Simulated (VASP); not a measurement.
# MnSb (P6_3/mmc) in VASP: density of states with PBEsol

Aim: the density of states of MnSb with PBEsol.

Everything below comes from runs of VASP 6.6.1. Logs are shortened: lines on timing, memory, paths and dates and some standing lists are left out, and cuts for length are marked.

## 1. The cell of the first run

Symmetry: P6_3/mmc, No. 194, hexagonal system. The conventional cell has a = 4.150 Å, b = 4.150 Å, c = 5.780 Å, α = 90.00°, β = 90.00°, γ = 120.00°. Mn (site symmetry -3m) has 6 Sb at 2.80 Å and 2 Mn at 2.89 Å within 3.7 Å. Sb (site symmetry -6m2) has 6 Mn at 2.80 Å within 3.7 Å.

## 2. Density of states, PBEsol

POSCAR

```
MnSb
1.0
    4.1500000000      0.0000000000      0.0000000000
   -2.0750000000      3.5940054257      0.0000000000
    0.0000000000      0.0000000000      5.7800000000
Mn Sb
2 2
Direct
    0.0000000000      0.0000000000      0.0000000000
    0.0000000000      0.0000000000      0.5000000000
    0.3333333333      0.6666666667      0.2500000000
    0.6666666667      0.3333333333      0.7500000000
```

INCAR.step1

```
SYSTEM = MnSb
PREC = Accurate ; ENCUT = 520
EDIFF = 1E-6 ; ISMEAR = -1
SIGMA = 0.1 ; LREAL = .False.
LASPH = .True. ; NELM = 60
ALGO = Normal ; ISIF = 2
LWAVE = .False. ; LCHARG = .True.
LMAXMIX = 4 ; GGA = PS
NBANDS = 26
```

KPOINTS.step1

```
regular mesh
0
Gamma
  9 9 6
  0 0 0
```

INCAR.step2

```
SYSTEM = MnSb
PREC = Accurate ; ENCUT = 520
EDIFF = 1E-6 ; ISMEAR = -5
SIGMA = 0.1 ; LREAL = .False.
LASPH = .True. ; NELM = 60
ALGO = Normal ; ISIF = 2
LWAVE = .False. ; LCHARG = .False.
LMAXMIX = 4 ; GGA = PS
LORBIT = 11 ; NBANDS = 26
NEDOS = 1001 ; ICHARG = 11
```

KPOINTS.step2

```
regular mesh
0
Gamma
  14 14 9
  0 0 0
```

Potentials or basis: VASP PAW PBE potentials, release 64 (Mn_pv, Sb).

Started as:

```bash
cat potpaw_PBE.64/Mn_pv/POTCAR potpaw_PBE.64/Sb/POTCAR > POTCAR
cp INCAR.step1 INCAR
cp KPOINTS.step1 KPOINTS
mpirun -np 1 vasp_std > vasp.out
cp INCAR.step2 INCAR
cp KPOINTS.step2 KPOINTS
mpirun -np 1 vasp_std > vasp.out
```

OUTCAR:

```text
SYSTEM = MnSb
   PREC = Accurate
   ENCUT = 520
   EDIFF = 1E-6
   ISMEAR = -5
   LREAL = .False.
   LASPH = .True.
   NELM = 60
   ISIF = 2
   GGA = PS
   LORBIT = 11
   ICHARG = 11

 ion  position               nearest neighbor table
   1  0.000  0.000  0.000-   3 2.80   4 2.80   3 2.80   4 2.80   4 2.80   3 2.80   2 2.89   2 2.89

   2  0.000  0.000  0.500-   3 2.80   4 2.80   3 2.80   4 2.80   4 2.80   3 2.80   1 2.89   1 2.89

   3  0.333  0.667  0.250-   1 2.80   2 2.80   1 2.80   2 2.80   1 2.80   2 2.80   4 3.75   4 3.75
                             4 3.75   4 3.75   4 3.75   4 3.75
   4  0.667  0.333  0.750-   1 2.80   2 2.80   1 2.80   2 2.80   1 2.80   2 2.80   3 3.75   3 3.75
                             3 3.75   3 3.75   3 3.75   3 3.75

  LATTYP: Found a hexagonal cell.
 ALAT       =     4.1500000000
 C/A-ratio  =     1.3927710843

  Lattice vectors:

 A1 = (   4.1500000000,   0.0000000000,   0.0000000000)
 A2 = (  -2.0750000000,   3.5940054257,   0.0000000000)
 A3 = (   0.0000000000,   0.0000000000,   5.7800000000)

Analysis of symmetry for initial positions (statically):
=====================================================================
 Subroutine PRICEL returns:
 Original cell was already a primitive cell.

 Routine SETGRP: Setting up the symmetry group for a
 hexagonal supercell.

 Subroutine GETGRP returns: Found 24 space group operations
 (whereof 12 operations were pure point group operations)
 out of a pool of 24 trial point group operations.

The static configuration has the point symmetry D_3d.
 The point group associated with its full space group is D_6h.

Analysis of symmetry for dynamics (positions and initial velocities):
=====================================================================
 Subroutine PRICEL returns:
 Original cell was already a primitive cell.

 Routine SETGRP: Setting up the symmetry group for a
 hexagonal supercell.

 Subroutine GETGRP returns: Found 24 space group operations
 (whereof 12 operations were pure point group operations)
 out of a pool of 24 trial point group operations.

The dynamic configuration has the point symmetry D_3d.
 The point group associated with its full space group is D_6h.

 Subroutine INISYM returns: Found 24 space group operations
 (whereof 12 operations are pure point group operations),
 and found     1 'primitive' translations

----------------------------------------------------------------------------------------

                                     Primitive cell

  volume of cell :      86.2094

  direct lattice vectors                    reciprocal lattice vectors
     4.150000000  0.000000000  0.000000000     0.240963855  0.139120547  0.000000000
    -2.075000000  3.594005426  0.000000000     0.000000000  0.278241094  0.000000000
     0.000000000  0.000000000  5.780000000     0.000000000  0.000000000  0.173010381

  length of vectors
     4.150000000  4.150000000  5.780000000     0.278241094  0.278241094  0.173010381

  position of ions in fractional coordinates (direct lattice)
     0.000000000  0.000000000  0.000000000
     0.000000000  0.000000000  0.500000000
     0.333333333  0.666666667  0.250000000
     0.666666667  0.333333333  0.750000000

  ion indices of the primitive-cell ions
   primitive index   ion index
                 1           1
                 2           2
                 3           3
                 4           4

----------------------------------------------------------------------------------------

 KPOINTS: regular mesh

Automatic generation of k-mesh.
 Grid dimensions read from file:
 generate k-points for:   14   14    9

 Generating k-lattice:

  Cartesian coordinates                     Fractional coordinates (reciprocal lattice)
     0.017211704  0.009937182  0.000000000     0.071428571  0.000000000  0.000000000
     0.000000000  0.019874364  0.000000000     0.000000000  0.071428571  0.000000000
     0.000000000  0.000000000  0.019223376     0.000000000  0.000000000  0.111111111

  Length of vectors
     0.019874364  0.019874364  0.019223376

  Shift w.r.t. Gamma in fractional coordinates (k-lattice)
     0.000000000  0.000000000  0.000000000

 TETIRR: Found   1729 inequivalent tetrahedra from    10584

 Subroutine IBZKPT returns following result:
 ===========================================

 Found    120 irreducible k-points:

 Following reciprocal coordinates:
            Coordinates               Weight
  0.000000  0.000000  0.000000      1.000000
  0.071429  0.000000  0.000000      6.000000
  0.142857  0.000000  0.000000      6.000000
  0.214286 -0.000000  0.000000      6.000000
  0.285714  0.000000  0.000000      6.000000
  0.357143  0.000000  0.000000      6.000000
[... 16 lines left out ...]
  0.285714  0.285714  0.000000      6.000000
  0.357143  0.285714  0.000000      6.000000
 [... further k-points ...]
   k-points           NKPTS =    120   k-points in BZ     NKDIM =    120   number of bands    NBANDS=     26
   number of dos      NEDOS =   1001   number of ions     NIONS =      4
   total plane-waves  NPLWV =  49152
   dimension x,y,z NGX =    32 NGY =   32 NGZ =   48
   dimension x,y,z NGXF=    64 NGYF=   64 NGZF=   96
   ions per type =               2   2
   NGX,Y,Z   is equivalent  to a cutoff of  12.82, 12.82, 13.81 a.u.
   NGXF,Y,Z  is equivalent  to a cutoff of  25.64, 25.64, 27.61 a.u.
 SYSTEM =  MnSb
   PREC   = accura    normal or accurate (medium, high low for compatibility)
   ISTART =      0    job   : 0-new  1-cont  2-samecut
   ICHARG =     11    charge: 1-file 2-atom 10-const
   ISPIN  =      1    spin polarized calculation?
   LNONCOLLINEAR =      F non collinear calculations
   LSORBIT =      F    spin-orbit coupling
   LASPH  =      T    aspherical Exc in radial PAW
   ENCUT  =  520.0 eV  38.22 Ry    6.18 a.u.   7.72  7.72 10.75*2*pi/ulx,y,z
   NELM   =     60;   NELMIN=  2; NELMDL=  0     # of ELM steps
   EDIFF  = 0.1E-05   stopping-criterion for ELM
   LREAL  =      F    real-space projection
   EDIFFG = 0.1E-04   stopping-criterion for IOM
   NSW    =      0    number of steps for IOM
   IBRION =     -1    ionic relax: 0-MD 1-quasi-New 2-CG
   NFREE  =      0    steps in history (QN), initial steepest desc. (CG)
   ISIF   =      2    stress and relaxation
   ISYM   =      2    0-nonsym 1-usesym 2-fastsym
   POTIM  = 0.5000    time-step for ionic-motion
   TEBEG  =    0.0;   TEEND  =   0.0 temperature during run
   PSTRESS=    0.0 pullay stress
   NELECT =      36.0000    total number of electrons
   NUPDOWN=      -1.0000    fix difference up-down
   EMIN   =  10.00;   EMAX   =-10.00  energy-range for DOS
   EFERMI =   0.00;   METHOD = LEGACY
   ISMEAR =    -5;   SIGMA  =   0.10  broadening in eV -4-tet -1-fermi 0-gaus
   EFERMI_NEDOS =   21; number of points for ismear=-14 and -15
   IALGO  =     38    algorithm
   IMIX   =      4    mixing-type and parameters
     AMIX     =   0.40;   BMIX     =  1.00
     AMIX_MAG =   1.60;   BMIX_MAG =  1.00
  volume/ion in A,a.u.               =      21.55       145.44
  Fermi-wavevector in a.u.,A,eV,Ry     =   1.223651  2.312364 20.372288  1.497321
  Thomas-Fermi vector in A             =   2.358754
   LORBIT       =     11    0 simple, 1 ext, 2 COOP (PROOUT), +10 PAW based schemes
   GGA     = PS    functional components
   LHFCALC =     F    Hartree Fock is set to
   AEXX    =    0.0000 exact exchange contribution
   IVDW    =     0    specifies the selected vdW correction
   LEPSILON=     F    determine dielectric tensor
   LRPA    =     F    only Hartree local field effects (RPA)
 non-spin polarized calculation
 Fermi weights with tetrahedron method with Bloechl corrections
  energy-cutoff  :      520.00
  volume of cell :       86.21
 maximum number of plane-waves:      2362
 NGX is ok and might be reduce to    32

 number of electron      36.0000010 magnetization

 Free energy of the ion-electron system (eV)
  ---------------------------------------------------
  ext. energy  EPLUGINS =         0.00000000
  ---------------------------------------------------
  free energy    TOTEN  =       -26.26300315 eV

  energy without entropy =      -26.26300315  energy(sigma->0) =      -26.26300315

 E-fermi :   6.9891     XC(G=0): -10.7785

 val. band max:        7.0063384950   @ k =   0.1429   0.0000   0.1111
 cond. band min:       6.9799921151   @ k =   0.5000   0.0000   0.3333
 fundamental gap:     -0.0263463799
 Fermi energy:         6.9890591686

 k-point     1 :       0.0000    0.0000    0.0000
  band No.  band energies     occupation
      1     -40.6056      2.00000
      2     -40.5199      2.00000
      3     -40.3894      2.00000
      4     -40.3894      2.00000
      5     -40.3811      2.00000
      6     -40.3811      2.00000
[... 18 lines left out ...]
     25      10.4569      0.00000
     26      12.1786      0.00000

 k-point     2 :       0.0714    0.0000    0.0000
  band No.  band energies     occupation
      1     -40.6056      2.00000
      2     -40.5199      2.00000
      3     -40.3895      2.00000
      4     -40.3895      2.00000
      5     -40.3811      2.00000
      6     -40.3811      2.00000
[... 18 lines left out ...]
     25      11.1715      0.00000
     26      12.5421      0.00000

 k-point     3 :       0.1429    0.0000    0.0000
  band No.  band energies     occupation
      1     -40.6055      2.00000
      2     -40.5198      2.00000
      3     -40.3898      2.00000
      4     -40.3896      2.00000
      5     -40.3814      2.00000
      6     -40.3811      2.00000
[... 18 lines left out ...]
     25      11.6600      0.00000
     26      12.9185      0.00000

 k-point     4 :       0.2143   -0.0000    0.0000
  band No.  band energies     occupation
      1     -40.6054      2.00000
      2     -40.5198      2.00000
      3     -40.3903      2.00000
      4     -40.3897      2.00000
      5     -40.3817      2.00000
      6     -40.3812      2.00000
[... 18 lines left out ...]
     25      11.6517      0.00000
     26      13.0947      0.00000

 k-point     5 :       0.2857    0.0000    0.0000
  band No.  band energies     occupation
      1     -40.6053      2.00000
      2     -40.5197      2.00000
      3     -40.3907      2.00000
      4     -40.3898      2.00000
      5     -40.3820      2.00000
      6     -40.3812      2.00000
[... 18 lines left out ...]
     25      11.5192      0.00000
     26      12.8082      0.00000

 k-point     6 :       0.3571    0.0000    0.0000
  band No.  band energies     occupation
      1     -40.6052      2.00000
      2     -40.5197      2.00000
      3     -40.3911      2.00000
      4     -40.3899      2.00000
      5     -40.3823      2.00000
      6     -40.3813      2.00000
[... 427 lines left out ...]
 k-point    21 :       0.2857    0.2143    0.0000
  band No.  band energies     occupation
      1     -40.6051      2.00000
      2     -40.5196      2.00000
      3     -40.3912      2.00000
      4     -40.3904      2.00000
      5     -40.3823      2.00000
      6     -40.3816      2.00000
[... 18 lines left out ...]
     25      10.7700      0.00000
     26      13.0880      0.00000

 k-point    22 :       0.3571    0.2143    0.0000
  band No.  band energies     occupation
      1     -40.6051      2.00000
      2     -40.5196      2.00000
      3     -40.3912      2.00000
      4     -40.3905      2.00000
      5     -40.3824      2.00000
      6     -40.3817      2.00000
[... 18 lines left out ...]
     25      10.6424      0.00000
     26      13.0106      0.00000

 k-point    23 :       0.2857    0.2857    0.0000
  band No.  band energies     occupation
      1     -40.6051      2.00000
      2     -40.5196      2.00000
      3     -40.3911      2.00000
      4     -40.3906      2.00000
      5     -40.3823      2.00000
      6     -40.3818      2.00000
[... 18 lines left out ...]
     25      10.5209      0.00000
     26      13.8719      0.00000

 k-point    24 :       0.3571    0.2857    0.0000
  band No.  band energies     occupation
      1     -40.6051      2.00000
      2     -40.5196      2.00000
      3     -40.3911      2.00000
      4     -40.3908      2.00000
      5     -40.3822      2.00000
      6     -40.3819      2.00000
[... 18 lines left out ...]
     25      10.4501      0.00000
     26      13.9936      0.00000

 [... further k-points ...]
[... 5 lines left out ...]
  --------------------------------------------------------------------------------------
  -------------------------------------------------------------------------------------
  Total      -11.0791614    -11.0791614    -13.3409483      0.0000000      0.0000000      0.0000000
  in kB     -205.9030639   -205.9030639   -247.9377304      0.0000000      0.0000000      0.0000000
  external PRESSURE =    -219.9146194 kB  Pullay stress =       0.0000000 kB

 VOLUME and BASIS-vectors are now :
 -----------------------------------------------------------------------------
  energy-cutoff  :      520.00
  volume of cell :       86.21
      direct lattice vectors                 reciprocal lattice vectors
     4.150000000  0.000000000  0.000000000     0.240963855  0.139120547  0.000000000
    -2.075000000  3.594005426  0.000000000     0.000000000  0.278241094  0.000000000
     0.000000000  0.000000000  5.780000000     0.000000000  0.000000000  0.173010381

 POSITION                                       TOTAL-FORCE (eV/Angst)
 -----------------------------------------------------------------------------------
      0.00000      0.00000      0.00000        -0.000000      0.000000     -0.000000
      0.00000      0.00000      2.89000        -0.000000      0.000000     -0.000000
     -0.00000      2.39600      1.44500        -0.000000     -0.000000     -0.000000
      2.07500      1.19800      4.33500         0.000000      0.000000      0.000000
 -----------------------------------------------------------------------------------
    total drift:                                0.000000     -0.000000      0.000000

  FREE ENERGIE OF THE ION-ELECTRON SYSTEM (eV)
  ---------------------------------------------------
  free  energy   TOTEN  =       -26.2630031512 eV

  energy  without entropy=      -26.2630031512  energy(sigma->0) =      -26.26300315

 total charge

# of ion       s       p       d       tot
------------------------------------------
    1        0.263   6.181   5.128  11.572
    2        0.263   6.181   5.128  11.572
    3        1.123   1.196   0.050   2.369
    4        1.123   1.196   0.050   2.369
--------------------------------------------------
tot          2.771  14.755  10.356  27.883
```

Run time: 89 s. Hardware: 1 thread of Intel Xeon 6975P-C (Granite Rapids), shared host; peak memory 0.38 GiB.

Results:

```yaml
Valence_electrons_inside_the_program's_atomic_spheres: Mn 11.57; Sb 2.37
```

Caveat: the PAW data sets were made with another functional, which shifts forces and pressure a little; spin-orbit coupling is left out, which moves the levels of the heavy elements; tetrahedron occupations give inexact forces and stress in metals. Spin polarisation is off, so any magnetic state and its effect on volume and gap are missing.
